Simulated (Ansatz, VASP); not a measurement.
# Te2Pt: VASP beside Ansatz

```
CELL_PARAMETERS angstrom
4.02257 0.00000 0.00000
-2.01129 3.48365 0.00000
0.00000 0.00000 29.36000
ATOMIC_POSITIONS crystal
Te 0.33333 0.66667 0.23840
Te 0.66667 0.33333 0.33312
Pt 0.00000 0.00000 0.28576
```

Alike in both runs: functional PBE; k mesh 12 × 12 × 1; occupations gaussian, width 0.03 eV; no spin polarisation.

Ansatz relaxed the structure, and its values are those at the end. VASP's run is a single point on that final structure, the one shown.

```csv
,VASP,Ansatz
version,VASP 6.6.1,Ansatz 0.2.0
potentials or method,"VASP PAW PBE potentials, release 64 (Te, Pt), cutoff 400 eV","scalar-relativistic, plane waves, PAW"
valence electrons in the cell,22,50
```

```tsv
	VASP	Ansatz	Ansatz less VASP
gap on the k mesh at the Fermi level (eV)	0.79	0.79	+0.003
least direct gap on the mesh (eV)	1.18	1.19	+0.011
rms of the force components (eV/Å)	0.009	0.000	-0.0086
```

VASP's potentials hold 22 valence electrons a cell and Ansatz's 50, so a difference there can come from the potentials and not from the codes. Ansatz's warnings: slab cell height set, structure snapped to symmetry.

Neither program's run includes spin-orbit coupling.
